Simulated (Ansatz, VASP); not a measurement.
## Pt: VASP beside Ansatz

```
Pt
1.0
     0.00000    1.98556    1.98556
     1.98556    0.00000    1.98556
     1.98556    1.98556    0.00000
Pt
1
Direct
  0.00000 0.00000 0.00000
```

Alike in both runs: functional PBE; k mesh 19 × 19 × 19; occupations fermi-dirac, width 0.08 eV; no spin polarisation.

Ansatz relaxed the structure, and its values are those at the end. VASP's run is a single point on that final structure, the one shown.

|  | VASP | Ansatz |
| --- | --- | --- |
| version | VASP 6.6.1 | Ansatz 0.2.0 |
| potentials or method | VASP PAW PBE potentials, release 64 (Pt) | PAW with Ansatz's default frozen-core files, scalar-relativistic |
| plane-wave cutoff (eV) | 520 | 420 |
| valence electrons in the cell | 10 | 18 |

VASP gave:

| Property | Result |
| --- | --- |
| pressure (GPa) | -0.5 |

**Question.** What did Ansatz give for the same quantities?

**Answer.** Pressure (GPa): 0.0.

VASP's potentials hold 10 valence electrons a cell and Ansatz's 18, so a difference there can come from the potentials and not from the codes.

Neither program's run includes spin-orbit coupling.
